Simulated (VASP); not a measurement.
# SrO (P1) in VASP: further runs

The runs below take SrO through single point, with PBE.

Everything below comes from runs of VASP 6.6.1. Logs are shortened: lines on timing, memory, paths and dates and some standing lists are left out, and cuts for length are marked.

## (1) The cell of the first run

The typed cell holds 16 atoms: a = 7.898 Å, b = 7.898 Å, c = 7.898 Å, α = 60.00°, β = 60.00°, γ = 60.00°.

## (2) Single point, PBE

INCAR reads:

```
SYSTEM = SrO
PREC = Accurate ; ENCUT = 520
EDIFF = 1E-6 ; ISMEAR = -1
SIGMA = 0.02 ; LREAL = Auto
LASPH = .True. ; NELM = 80
ALGO = Normal ; ISIF = 2
LWAVE = .False. ; LCHARG = .True.
GGA = PE ; LELF = .True.
LVHAR = .True. ; NBANDS = 78
```

KPOINTS reads:

```
Automatic mesh
0
Gamma
  2 2 2
  0 0 0
```

POSCAR reads:

```
SrO
1.0
    0.0000000000      5.5845610339      5.5845610339
    5.5845610339      0.0000000000      5.5845610339
    5.5845610339      5.5845610339      0.0000000000
Sr O
8 8
Direct
    0.0089699978     -0.0024486258     -0.0046597217
    0.0003067385     -0.0016751540      0.5016967284
    0.0011713544      0.5070340324     -0.0046215808
   -0.0119436424      0.5083319858      0.4984182254
    0.4990372534     -0.0061632418      0.0009417034
    0.4974008670     -0.0010746592      0.5051909153
    0.5032255862      0.4970596584      0.0022440439
    0.5008820717      0.4997910280      0.4984838527
    0.1247799058      0.1328294194      0.1203802763
    0.1225139265      0.1301505160      0.6233636769
    0.1296598776      0.6215013998      0.1323406612
    0.1284311328      0.6186411929      0.6295922775
    0.6332597099      0.1105457522      0.1289903532
    0.6351049757      0.1242795084      0.6206340085
    0.6189968162      0.6274719676      0.1252756476
    0.6124557471      0.6298975835      0.6320513785
```

Potentials or basis: VASP PAW PBE potentials, release 64 (Sr_sv, O).

Run with:

```sh
cat potpaw_PBE.64/Sr_sv/POTCAR potpaw_PBE.64/O/POTCAR > POTCAR
mpirun -np 1 vasp_std > vasp.out
```

OUTCAR:

```text
SYSTEM = SrO
   PREC = Accurate
   ENCUT = 520
   EDIFF = 1E-6
   ISMEAR = -1
   LREAL = Auto
   LASPH = .True.
   NELM = 80
   ISIF = 2
   GGA = PE

 ion  position               nearest neighbor table
   1  0.009  0.998  0.995-  10 2.40  13 2.42  11 2.43   9 2.43   6 3.86   5 3.88   3 3.90   4 3.92
                             7 3.93   2 3.93   2 3.97   7 3.97   4 3.98   3 3.99   5 4.02   6 4.03
   2  0.000  0.998  0.502-  14 2.36  10 2.42  12 2.45   9 2.46   3 3.89   1 3.93   4 3.93   6 3.94
                             8 3.95   5 3.95   5 3.95   8 3.95   6 3.96   4 3.97   1 3.97   3 4.01
   3  0.001  0.507  0.995-  12 2.36   9 2.41  11 2.45  15 2.46   2 3.89   1 3.90   5 3.91   4 3.93
                             8 3.94   7 3.95   7 3.95   8 3.96   4 3.97   1 3.99   5 3.99   2 4.01
   4  0.988  0.508  0.498-  11 2.36  16 2.42  10 2.44  12 2.47   6 3.88   8 3.88   7 3.91   1 3.92
                             3 3.93   2 3.93   2 3.97   3 3.97   1 3.98   7 4.00   8 4.02   6 4.02
   5  0.499  0.994  0.001-  15 2.36   9 2.42  13 2.44  14 2.45   1 3.88   6 3.90   7 3.90   3 3.91
                             8 3.92   2 3.95   2 3.95   8 3.98   3 3.99   7 4.00   6 4.00   1 4.02
   6  0.497  0.999  0.505-  16 2.38  10 2.42  13 2.43  14 2.44   1 3.86   4 3.88   5 3.90   2 3.94
                             8 3.94   7 3.94   7 3.95   8 3.96   2 3.96   5 4.00   4 4.02   1 4.03
   7  0.503  0.497  0.002-  15 2.38  16 2.39  11 2.41  13 2.49   5 3.90   4 3.91   8 3.92   1 3.93
                             6 3.94   3 3.95   6 3.95   3 3.95   1 3.97   8 3.98   4 4.00   5 4.00
   8  0.501  0.500  0.498-  12 2.40  15 2.41  16 2.42  14 2.42   4 3.88   5 3.92   7 3.92   3 3.94
                             6 3.94   2 3.95   2 3.95   6 3.96   3 3.96   7 3.98   5 3.98   4 4.02
   9  0.125  0.133  0.120-   3 2.41   5 2.42   1 2.43   2 2.46
  10  0.123  0.130  0.623-   1 2.40   6 2.42   2 2.42   4 2.44
  11  0.130  0.622  0.132-   4 2.36   7 2.41   1 2.43   3 2.45
  12  0.128  0.619  0.630-   3 2.36   8 2.40   2 2.45   4 2.47
  13  0.633  0.111  0.129-   1 2.42   6 2.43   5 2.44   7 2.49
  14  0.635  0.124  0.621-   2 2.36   8 2.42   6 2.44   5 2.45
  15  0.619  0.627  0.125-   5 2.36   7 2.38   8 2.41   3 2.46
  16  0.612  0.630  0.632-   6 2.38   7 2.39   8 2.42   4 2.42

  LATTYP: Found a face centered cubic cell.
 ALAT       =    11.1691220678

  Lattice vectors:

 A1 = (   0.0000000000,   5.5845610339,   5.5845610339)
 A2 = (   5.5845610339,   0.0000000000,   5.5845610339)
 A3 = (   5.5845610339,   5.5845610339,   0.0000000000)

Analysis of symmetry for initial positions (statically):
=====================================================================
 Subroutine PRICEL returns:
 Original cell was already a primitive cell.

 Routine SETGRP: Setting up the symmetry group for a
 face centered cubic supercell.

 Subroutine GETGRP returns: Found  1 space group operations
 (whereof  1 operations were pure point group operations)
 out of a pool of 48 trial point group operations.

The static configuration has the point symmetry C_1 .

Analysis of symmetry for dynamics (positions and initial velocities):
=====================================================================
 Subroutine PRICEL returns:
 Original cell was already a primitive cell.

 Routine SETGRP: Setting up the symmetry group for a
 face centered cubic supercell.

 Subroutine GETGRP returns: Found  1 space group operations
 (whereof  1 operations were pure point group operations)
 out of a pool of 48 trial point group operations.

The dynamic configuration has the point symmetry C_1 .

 Subroutine INISYM returns: Found  1 space group operations
 (whereof  1 operations are pure point group operations),
 and found     1 'primitive' translations

----------------------------------------------------------------------------------------

                                     Primitive cell

  volume of cell :     348.3350

  direct lattice vectors                    reciprocal lattice vectors
     0.000000000  5.584561034  5.584561034    -0.089532552  0.089532552  0.089532552
     5.584561034  0.000000000  5.584561034     0.089532552 -0.089532552  0.089532552
     5.584561034  5.584561034  0.000000000     0.089532552  0.089532552 -0.089532552

  length of vectors
     7.897761954  7.897761954  7.897761954     0.155074929  0.155074929  0.155074929

  position of ions in fractional coordinates (direct lattice)
     0.008969998  0.997551374  0.995340278
     0.000306739  0.998324846  0.501696728
     0.001171354  0.507034032  0.995378419
     0.988056358  0.508331986  0.498418225
     0.499037253  0.993836758  0.000941703
     0.497400867  0.998925341  0.505190915
[... 8 lines left out ...]
     0.618996816  0.627471968  0.125275648
     0.612455747  0.629897583  0.632051379

  ion indices of the primitive-cell ions
   primitive index   ion index
                 1           1
                 2           2
                 3           3
                 4           4
                 5           5
                 6           6
[... 8 lines left out ...]
                15          15
                16          16

----------------------------------------------------------------------------------------

 KPOINTS: Automatic mesh

Automatic generation of k-mesh.
 Grid dimensions read from file:
 generate k-points for:    2    2    2

 Generating k-lattice:

  Cartesian coordinates                     Fractional coordinates (reciprocal lattice)
    -0.044766276  0.044766276  0.044766276     0.500000000  0.000000000  0.000000000
     0.044766276 -0.044766276  0.044766276     0.000000000  0.500000000  0.000000000
     0.044766276  0.044766276 -0.044766276     0.000000000  0.000000000  0.500000000

  Length of vectors
     0.077537464  0.077537464  0.077537464

  Shift w.r.t. Gamma in fractional coordinates (k-lattice)
     0.000000000  0.000000000  0.000000000

 Subroutine IBZKPT returns following result:
 ===========================================

 Found      8 irreducible k-points:

 Following reciprocal coordinates:
            Coordinates               Weight
  0.000000  0.000000  0.000000      1.000000
  0.500000  0.000000  0.000000      1.000000
  0.000000  0.500000  0.000000      1.000000
  0.000000  0.000000  0.500000      1.000000
  0.500000  0.500000  0.500000      1.000000
  0.500000  0.500000  0.000000      1.000000
  0.000000  0.500000  0.500000      1.000000
  0.500000  0.000000  0.500000      1.000000
   k-points           NKPTS =      8   k-points in BZ     NKDIM =      8   number of bands    NBANDS=     78
   number of dos      NEDOS =    301   number of ions     NIONS =     16
   total plane-waves  NPLWV = 216000
   dimension x,y,z NGX =    60 NGY =   60 NGZ =   60
   dimension x,y,z NGXF=   120 NGYF=  120 NGZF=  120
   ions per type =               8   8
   NGX,Y,Z   is equivalent  to a cutoff of  12.63, 12.63, 12.63 a.u.
   NGXF,Y,Z  is equivalent  to a cutoff of  25.26, 25.26, 25.26 a.u.
 SYSTEM =  SrO
   PREC   = accura    normal or accurate (medium, high low for compatibility)
   ISTART =      0    job   : 0-new  1-cont  2-samecut
   ICHARG =      2    charge: 1-file 2-atom 10-const
   ISPIN  =      1    spin polarized calculation?
   LNONCOLLINEAR =      F non collinear calculations
   LSORBIT =      F    spin-orbit coupling
   LASPH  =      T    aspherical Exc in radial PAW
   ENCUT  =  520.0 eV  38.22 Ry    6.18 a.u.  14.68 14.68 14.68*2*pi/ulx,y,z
   NELM   =     80;   NELMIN=  2; NELMDL= -5     # of ELM steps
   EDIFF  = 0.1E-05   stopping-criterion for ELM
   LREAL  =      T    real-space projection
   EDIFFG = 0.1E-04   stopping-criterion for IOM
   NSW    =      0    number of steps for IOM
   IBRION =     -1    ionic relax: 0-MD 1-quasi-New 2-CG
   NFREE  =      0    steps in history (QN), initial steepest desc. (CG)
   ISIF   =      2    stress and relaxation
   ISYM   =      2    0-nonsym 1-usesym 2-fastsym
   POTIM  = 0.5000    time-step for ionic-motion
   TEBEG  =    0.0;   TEEND  =   0.0 temperature during run
   PSTRESS=    0.0 pullay stress
   NELECT =     128.0000    total number of electrons
   NUPDOWN=      -1.0000    fix difference up-down
   EMIN   =  10.00;   EMAX   =-10.00  energy-range for DOS
   EFERMI =   0.00;   METHOD = LEGACY
   ISMEAR =    -1;   SIGMA  =   0.02  broadening in eV -4-tet -1-fermi 0-gaus
   EFERMI_NEDOS =   21; number of points for ismear=-14 and -15
   IALGO  =     38    algorithm
   IMIX   =      4    mixing-type and parameters
     AMIX     =   0.40;   BMIX     =  1.00
     AMIX_MAG =   1.60;   BMIX_MAG =  1.00
  volume/ion in A,a.u.               =      21.77       146.92
  Fermi-wavevector in a.u.,A,eV,Ry     =   1.172589  2.215872 18.707531  1.374965
  Thomas-Fermi vector in A             =   2.309015
   LORBIT       =      0    0 simple, 1 ext, 2 COOP (PROOUT), +10 PAW based schemes
   GGA     = PE    functional components
   LHFCALC =     F    Hartree Fock is set to
   AEXX    =    0.0000 exact exchange contribution
   IVDW    =     0    specifies the selected vdW correction
   LEPSILON=     F    determine dielectric tensor
   LRPA    =     F    only Hartree local field effects (RPA)
 non-spin polarized calculation
  energy-cutoff  :      520.00
  volume of cell :      348.34
 maximum number of plane-waves:      9390
 NGX is ok and might be reduce to    60
   NGX = 29   NGY = 29   NGZ = 29

 number of electron     127.9999999 magnetization

 Free energy of the ion-electron system (eV)
  ---------------------------------------------------
  ext. energy  EPLUGINS =         0.00000000
  ---------------------------------------------------
  free energy    TOTEN  =       -93.98652934 eV

  energy without entropy =      -93.98652934  energy(sigma->0) =      -93.98652934

 E-fermi :   0.8760     XC(G=0):  -8.6244

 val. band max:        0.3140268052   @ k =   0.0000   0.0000   0.0000
 cond. band min:       2.8069240308   @ k =   0.0000   0.0000   0.0000
 fundamental gap:      2.4928972256
 Fermi energy:         0.8760408283

 k-point     1 :       0.0000    0.0000    0.0000
  band No.  band energies     occupation
      1     -31.9456      2.00000
      2     -31.9040      2.00000
      3     -31.8808      2.00000
      4     -31.8687      2.00000
      5     -31.8602      2.00000
      6     -31.8407      2.00000
[... 68 lines left out ...]
     75       6.0440      0.00000
     76       7.3564      0.00000

 k-point     2 :       0.5000    0.0000    0.0000
  band No.  band energies     occupation
      1     -31.9324      2.00000
      2     -31.9005      2.00000
      3     -31.8908      2.00000
      4     -31.8672      2.00000
      5     -31.8588      2.00000
      6     -31.8429      2.00000
[... 68 lines left out ...]
     75       6.2160      0.00000
     76       6.2678      0.00000

 k-point     3 :       0.0000    0.5000    0.0000
  band No.  band energies     occupation
      1     -31.9340      2.00000
      2     -31.9007      2.00000
      3     -31.8837      2.00000
      4     -31.8716      2.00000
      5     -31.8587      2.00000
      6     -31.8480      2.00000
[... 384 lines left out ...]
     75       6.0426      0.00000
     76       6.1116      0.00000

 k-point     8 :       0.5000    0.0000    0.5000
  band No.  band energies     occupation
      1     -31.9264      2.00000
      2     -31.9081      2.00000
      3     -31.8724      2.00000
      4     -31.8714      2.00000
      5     -31.8684      2.00000
      6     -31.8488      2.00000
[... 68 lines left out ...]
     75       6.0144      0.00000
     76       6.1014      0.00000
 [bands above 76 left out]

------------------------ aborting loop because EDIFF is reached ----------------------------------------

  FORCE on cell =-STRESS in cart. coord.  units (eV):
  Direction    XX          YY          ZZ          XY          YZ          ZX
  --------------------------------------------------------------------------------------
  -------------------------------------------------------------------------------------
  Total        3.1781704      3.1210158      3.2225324      0.0136979     -0.3402592     -0.5909296
  in kB       14.6180904     14.3552060     14.8221349      0.0630041     -1.5650324     -2.7179986
  external PRESSURE =      14.5984771 kB  Pullay stress =       0.0000000 kB

 VOLUME and BASIS-vectors are now :
 -----------------------------------------------------------------------------
  energy-cutoff  :      520.00
  volume of cell :      348.34
      direct lattice vectors                 reciprocal lattice vectors
     0.000000000  5.584561034  5.584561034    -0.089532552  0.089532552  0.089532552
     5.584561034  0.000000000  5.584561034     0.089532552 -0.089532552  0.089532552
     5.584561034  5.584561034  0.000000000     0.089532552  0.089532552 -0.089532552

 POSITION                                       TOTAL-FORCE (eV/Angst)
 -----------------------------------------------------------------------------------
     11.12943      5.60863      5.62098         0.306468     -0.068460     -0.141083
      8.37696      2.80347      5.57692        -0.214467     -0.001827      0.313177
      8.39031      5.56529      2.83810         0.104192      0.261842     -0.286286
      5.62226      8.30131      8.35667        -0.008173      0.512312     -0.003653
      5.55540      2.79216      8.33705         0.308655     -0.060320      0.460603
      8.39983      5.59904      8.35633        -0.003738     -0.241157      0.289645
[... 8 lines left out ...]
      4.20377      4.15643      6.96098        -0.170508      0.233910      0.099918
      7.04743      6.95003      6.93800        -0.164220      0.041144      0.031821
 -----------------------------------------------------------------------------------
    total drift:                                0.005400     -0.002463     -0.000700

  FREE ENERGIE OF THE ION-ELECTRON SYSTEM (eV)
  ---------------------------------------------------
  free  energy   TOTEN  =       -93.9865293398 eV

  energy  without entropy=      -93.9865293398  energy(sigma->0) =      -93.98652934
```

It took 15 min on 1 thread of Intel Xeon 8259CL, shared host; peak memory 0.54 GiB.

Results:

| Item | Value |
| --- | --- |
| Free energy | -93.9865 eV |
| Pressure | 1.5 GPa |
| Largest force | 0.558 eV/Å |
| Band gap on the k mesh | 2.49 eV |

Forces in eV/Å, atoms in the order of the input:
```
Sr   0.306 -0.068 -0.141
Sr  -0.214 -0.002  0.313
Sr   0.104  0.262 -0.286
Sr  -0.008  0.512 -0.004
Sr   0.309 -0.060  0.461
Sr  -0.004 -0.241  0.290
Sr  -0.197  0.150 -0.433
Sr   0.023  0.064 -0.136
O    0.000  0.074 -0.121
O   -0.013 -0.081  0.015
O   -0.141 -0.278  0.082
O   -0.052 -0.364  0.065
O    0.077 -0.138  0.068
O    0.145 -0.105 -0.304
O   -0.171  0.234  0.100
O   -0.164  0.041  0.032
```

Stress tensor (GPa, compression positive):
```
 1.46  0.01 -0.27
 0.01  1.44 -0.16
-0.27 -0.16  1.48
```

Caveat: the k points lie up to 0.49 Å⁻¹ apart; the atoms stand as in a frame of molecular dynamics; the structure was generated, so it needn't be the stable form of SrO.

(Continued in part 2 of 2.)
